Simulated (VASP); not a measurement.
# Zn3Bi2 (Pm-3m) in VASP: further runs, part 2 of 2

VASP 6.6.1. Earlier steps stand in the parts before.

## Step 4: Relaxation of cell and atoms, PBE

Input file INCAR:

```
PREC     = Accurate       # precision mode
ENCUT    = 600            # plane-wave cutoff, eV
EDIFF    = 1E-6           # SCF threshold, eV
ISMEAR   = 0              # smearing method
SIGMA    = 0.1            # smearing width, eV
LREAL    = F              # projectors in reciprocal space
LASPH    = T              # aspherical terms in the spheres
NELM     = 100            # most SCF steps
ALGO     = Normal         # electronic algorithm
ISIF     = 3              # what is computed and relaxed
LWAVE    = F              # write WAVECAR
LCHARG   = F              # write CHGCAR
GGA      = PE             # functional
IBRION   = 2              # ionic algorithm
NSW      = 90             # ionic steps
EDIFFG   = -0.04          # ionic threshold
```

Input file KPOINTS:

```
regular mesh
0
Gamma
  4 4 4
```

Input file POSCAR:

```
Zn3Bi2
1.0
    4.7395465000      0.0000000000      0.0000000000
    0.0000000000      4.7395465000      0.0000000000
    0.0000000000      0.0000000000      4.7395465000
Zn Bi
3 2
Direct
    0.5000000000      0.0000000000      0.0000000000
    0.0000000000      0.5000000000      0.0000000000
    0.0000000000      0.0000000000      0.5000000000
    0.5000000000      0.5000000000      0.5000000000
    0.0000000000      0.0000000000      0.0000000000
```

The run is started by

```bash
$ cat potpaw_PBE.64/Zn/POTCAR potpaw_PBE.64/Bi_d/POTCAR > POTCAR
$ mpirun -np 1 vasp_std > vasp.out
```

Wall time 3 min (1 thread of Oxide Virtual Turin-like, shared host); peak memory 0.23 GiB.

It converged, with:

```
Free energy                            : -7.9327 eV
Relaxed volume                         : 30.16 Å³/atom
Relaxed cell                           : a = 5.323 Å, b = 5.323 Å, c = 5.323 Å, α = 90.00°, β = 90.00°, γ = 90.00°
Space group after relaxing (to 0.05 Å) : Pm-3m (No. 221)
Energy gained by relaxing              : 490.2 meV/atom
Ionic steps                            : 4
Pressure after relaxing                : -0.1 GPa
Band gap on the k mesh                 : zero (band 33 reaches 2.94 eV, above the bottom of band 34 at 2.59 eV)
```

The path:
```
step  energy change (eV)  largest force (eV/Å)  pressure (GPa)  volume (Å³)
   1              0.0000                0.0000           24.85       106.47
   2             -2.3246                0.0000           -2.32       165.90
   3             -2.4490                0.0000            0.38       148.67
   4             -2.4509                0.0000           -0.05       150.81
```

Final structure:
```cif
data_structure
_symmetry_space_group_name_H-M 'P 1'
_symmetry_Int_Tables_number 1
_cell_length_a 5.3228
_cell_length_b 5.3228
_cell_length_c 5.3228
_cell_angle_alpha 90.000
_cell_angle_beta 90.000
_cell_angle_gamma 90.000
_cell_volume 150.81
loop_
_atom_site_label
_atom_site_type_symbol
_atom_site_fract_x
_atom_site_fract_y
_atom_site_fract_z
_atom_site_occupancy
Zn1 Zn 0.50000 0.00000 0.00000 1
Zn2 Zn 0.00000 0.50000 0.00000 1
Zn3 Zn 0.00000 0.00000 0.50000 1
Bi1 Bi 0.50000 0.50000 0.50000 1
Bi2 Bi 0.00000 0.00000 0.00000 1
```

Levels at points of the mesh, in eV from the Fermi level:
| k point | band 29 | band 30 | band 31 | band 32 | band 33 | band 34 | band 35 | band 36 | band 37 | band 38 |
| --- | --- | --- | --- | --- | --- | --- | --- | --- | --- | --- |
| (0.00, 0.00, 0.00) | -3.40 | -3.40 | -1.92 | -1.92 | -1.31 | 0.22 | 0.22 | 0.22 | 3.91 | 3.91 |
| (0.50, 0.00, 0.00) | -2.92 | -2.92 | -2.81 | -1.71 | -0.37 | -0.37 | 2.12 | 2.21 | 3.43 | 3.78 |
| (0.50, 0.50, 0.00) | -5.16 | -2.58 | -1.73 | -0.08 | -0.08 | 0.25 | 0.52 | 2.22 | 2.22 | 3.90 |
| (0.50, 0.50, 0.50) | -4.65 | -4.65 | -2.00 | -2.00 | -2.00 | 4.50 | 4.50 | 4.50 | 4.54 | 4.54 |

Caveat: the volume moved by over 15 % at a fixed basis, so the end points are rough; spin-orbit coupling is left out, which moves the levels of the heavy elements.

## Step 5: Single point, PBE

This run uses another cell than the first one, of 30.55 Å³/atom, 1.435 times its volume.

Input file INCAR:

```
ALGO = Fast
EDIFF = 1E-6
ENCUT = 520
GGA = PE
ISIF = 2
ISMEAR = 0
LASPH = True
LCHARG = True
LELF = True
LREAL = False
LVHAR = True
LWAVE = False
NBANDS = 41
NELM = 60
PREC = Accurate
SIGMA = 0.1
```

Input file KPOINTS:

```
k-points
0
Gamma
  8 8 8
```

Changes to POSCAR since step 4:

```diff
@@ -2,5 +2,5 @@
 1.0
-    4.7395465000      0.0000000000      0.0000000000
-    0.0000000000      4.7395465000      0.0000000000
-    0.0000000000      0.0000000000      4.7395465000
+    5.3456499404      0.0000000000      0.0000000000
+    0.0000000000      5.3456499404      0.0000000000
+    0.0000000000      0.0000000000      5.3456499404
 Zn Bi
```

Potentials or basis: VASP PAW PBE potentials, release 64 (Zn, Bi_d).

The run is started by

```bash
$ cat potpaw_PBE.64/Zn/POTCAR potpaw_PBE.64/Bi_d/POTCAR > POTCAR
$ mpirun -np 1 vasp_std > vasp.out
```

OUTCAR:

```text
EDIFF = 1E-6
   ENCUT = 520
   GGA = PE
   ISIF = 2
   ISMEAR = 0
   LASPH = True
   LREAL = False
   NELM = 60
   PREC = Accurate

 ion  position               nearest neighbor table
   1  0.500  0.000  0.000-   5 2.67   5 2.67
   2  0.000  0.500  0.000-   5 2.67   5 2.67
   3  0.000  0.000  0.500-   5 2.67   5 2.67
   4  0.500  0.500  0.500-
   5  0.000  0.000  0.000-   1 2.67   2 2.67   3 2.67   3 2.67   2 2.67   1 2.67

  LATTYP: Found a simple cubic cell.
[... 1252 lines left out ...]

 [... further k-points ...]
[... 5 lines left out ...]
  --------------------------------------------------------------------------------------
  -------------------------------------------------------------------------------------
  Total        0.0290788      0.0290788      0.0290788     -0.0000000      0.0000000     -0.0000000
  in kB        0.3049902      0.3049902      0.3049902     -0.0000000      0.0000000     -0.0000000
  external PRESSURE =       0.3049902 kB  Pullay stress =       0.0000000 kB

 VOLUME and BASIS-vectors are now :
 -----------------------------------------------------------------------------
  energy-cutoff  :      520.00
  volume of cell :      152.76
      direct lattice vectors                 reciprocal lattice vectors
     5.345649940  0.000000000  0.000000000     0.187067992  0.000000000  0.000000000
     0.000000000  5.345649940  0.000000000     0.000000000  0.187067992  0.000000000
     0.000000000  0.000000000  5.345649940     0.000000000  0.000000000  0.187067992

 POSITION                                       TOTAL-FORCE (eV/Angst)
 -----------------------------------------------------------------------------------
      2.67282      0.00000      0.00000         0.000000      0.000000      0.000000
      0.00000      2.67282      0.00000         0.000000      0.000000      0.000000
      0.00000      0.00000      2.67282         0.000000      0.000000      0.000000
      2.67282      2.67282      2.67282         0.000000      0.000000      0.000000
      0.00000      0.00000      0.00000         0.000000      0.000000      0.000000
 -----------------------------------------------------------------------------------
    total drift:                               -0.000000      0.000000     -0.000000

  FREE ENERGIE OF THE ION-ELECTRON SYSTEM (eV)
  ---------------------------------------------------
  free  energy   TOTEN  =        -8.0515975482 eV

  energy  without entropy=       -8.0196063058  energy(sigma->0) =       -8.03560193
```

OSZICAR:

```text
N       E                     dE             d eps       ncg     rms          rms(c)
DAV:   1     0.585145906927E+03    0.58515E+03   -0.32768E+04  2870   0.200E+03
DAV:   2     0.535455102319E+02   -0.53160E+03   -0.52137E+03  2870   0.495E+02
DAV:   3    -0.609635108279E+01   -0.59642E+02   -0.58924E+02  3302   0.174E+02
DAV:   4    -0.825815537494E+01   -0.21618E+01   -0.21513E+01  3202   0.346E+01
DAV:   5    -0.834413564146E+01   -0.85980E-01   -0.85967E-01  4358   0.612E+00    0.337E+00
RMM:   6    -0.807439709937E+01    0.26974E+00   -0.11313E+00  3063   0.660E+00    0.266E+00
RMM:   7    -0.805407085883E+01    0.20326E-01   -0.86765E-02  3362   0.249E+00    0.117E+00
RMM:   8    -0.805080676697E+01    0.32641E-02   -0.33830E-02  3266   0.112E+00    0.246E-01
RMM:   9    -0.805146838780E+01   -0.66162E-03   -0.63805E-03  3589   0.669E-01    0.116E-01
RMM:  10    -0.805154148132E+01   -0.73094E-04   -0.16800E-03  3818   0.264E-01    0.340E-02
RMM:  11    -0.805158925220E+01   -0.47771E-04   -0.38334E-04  4284   0.130E-01    0.120E-02
RMM:  12    -0.805159648290E+01   -0.72307E-05   -0.98953E-05  4018   0.592E-02    0.616E-03
RMM:  13    -0.805159690210E+01   -0.41920E-06   -0.23154E-05  3564   0.301E-02    0.103E-03
RMM:  14    -0.805159754818E+01   -0.64608E-06   -0.78171E-06  3122   0.142E-02
   1 F= -.80515975E+01 E0= -.80356019E+01  d E =-.319912E-01
```

Wall time 3.8 min (1 thread of Oxide Virtual Turin-like, shared host); peak memory 0.32 GiB.

What came out:

| Quantity | Value |
| --- | --- |
| Free energy | -8.0516 eV |
| Pressure | 0.0 GPa |
| Band gap on the k mesh | zero (band 33 reaches 2.94 eV, above the bottom of band 34 at 2.33 eV) |

Caveat: spin-orbit coupling is left out, which moves the levels of the heavy elements.

## Step 6: Relaxation of cell and atoms, PBE

This run uses another cell than the first one, of 29.89 Å³/atom, 1.404 times its volume.

Input file INCAR:

```
SYSTEM = Zn3Bi2
PREC = Accurate ; ENCUT = 600
EDIFF = 1E-6 ; ISMEAR = 0
SIGMA = 0.1 ; LREAL = .False.
LASPH = .True. ; NELM = 100
ALGO = Fast ; ISIF = 3
LWAVE = .False. ; LCHARG = .False.
GGA = PE ; IBRION = 2
NSW = 100 ; EDIFFG = -0.01
```

Input file KPOINTS:

```
Automatic mesh
0
Gamma
  8 8 8
  0 0 0
```

Changes to POSCAR since step 5:

```diff
@@ -2,5 +2,5 @@
 1.0
-    5.3456499404      0.0000000000      0.0000000000
-    0.0000000000      5.3456499404      0.0000000000
-    0.0000000000      0.0000000000      5.3456499404
+    5.3069839104      0.0000000000      0.0000000000
+    0.0000000000      5.3069839104      0.0000000000
+    0.0000000000      0.0000000000      5.3069839104
 Zn Bi
```

Potentials or basis: VASP PAW PBE potentials, release 64 (Zn, Bi_d).

The run is started by

```bash
$ cat potpaw_PBE.64/Zn/POTCAR potpaw_PBE.64/Bi_d/POTCAR > POTCAR
$ mpirun -np 1 vasp_std > vasp.out
```

Run time: 19 min. Hardware: 1 thread of Oxide Virtual Turin-like, shared host; peak memory 0.37 GiB.

The run converged. Its results:

```yaml
Free_energy: -8.0503 eV
Relaxed_volume: 30.60 Å³/atom
Relaxed_cell: a = 5.348 Å, b = 5.348 Å, c = 5.348 Å, α = 90.00°, β = 90.00°, γ = 90.00°
Space_group_after_relaxing_to_0.05_Å: Pm-3m (No. 221)
Energy_gained_by_relaxing: 1.5 meV/atom
Ionic_steps: 5
Pressure_after_relaxing: 0.0 GPa
Band_gap_on_the_k_mesh: zero (band 33 reaches 2.93 eV, above the bottom of band 34 at 2.32 eV)
```

Step by step:
```tsv
step	energy change (eV)	largest force (eV/Å)	pressure (GPa)	volume (Å³)
1	0.0000	0.0000	0.70	149.47
2	-0.0071	0.0000	0.09	152.30
3	-0.0073	0.0000	0.07	152.70
4	-0.0071	0.0000	-0.12	153.49
5	-0.0073	0.0000	0.00	152.99
```

Final structure:
```yaml
crystal:
  lattice:
    - [5.34832, 0.00000, 0.00000]
    - [0.00000, 5.34832, 0.00000]
    - [0.00000, 0.00000, 5.34832]
  atoms:
    - { symbol: Zn, position: [0.50000, 0.00000, 0.00000] }
    - { symbol: Zn, position: [0.00000, 0.50000, 0.00000] }
    - { symbol: Zn, position: [0.00000, 0.00000, 0.50000] }
    - { symbol: Bi, position: [0.50000, 0.50000, 0.50000] }
    - { symbol: Bi, position: [0.00000, 0.00000, 0.00000] }
```

Levels at points of the mesh, in eV from the Fermi level:
```csv
k point,band 31,band 32,band 33,band 34,band 35,band 36
"(0.00, 0.00, 0.00)",-1.69,-1.69,-1.15,0.23,0.23,0.23
"(0.50, 0.00, 0.00)",-2.58,-1.48,-0.36,-0.36,2.11,2.36
"(0.50, 0.50, 0.00)",-1.51,-0.05,-0.05,0.19,0.68,2.41
"(0.50, 0.50, 0.50)",-1.91,-1.91,-1.91,4.49,4.49,4.49
```

Caveat: spin-orbit coupling is left out, which moves the levels of the heavy elements.

## Step 7: Summary

```tsv
task	cell	k mesh	cutoff (eV)	gap on the mesh (eV)	pressure (GPa)	relaxed volume (Å³/atom)
single point	a = 4.740 Å, 5 atoms	4 × 4 × 4	520	none	24.9	-
single point	a = 5.307 Å, 5 atoms	4 × 4 × 4	520	none	0.2	-
relaxation of cell and atoms	relaxed from a = 4.740 Å, 5 atoms	4 × 4 × 4	600	none	-0.1	30.16
single point	a = 5.346 Å, 5 atoms	8 × 8 × 8	520	none	0.0	-
relaxation of cell and atoms	relaxed from a = 5.307 Å, 5 atoms	8 × 8 × 8	600	none	0.0	30.60
```

Alike in all rows: level PBE; potentials or basis VASP PAW PBE potentials, release 64 (Zn, Bi_d); no spin polarisation; smearing gaussian 0.1 eV.

Caveats: spin-orbit coupling is left out, which moves the levels of the heavy elements; the volume moved by over 15 % at a fixed basis, so the end points are rough (some runs).

Total energies depend on the potentials used, so only differences within one code and one set of settings carry meaning.
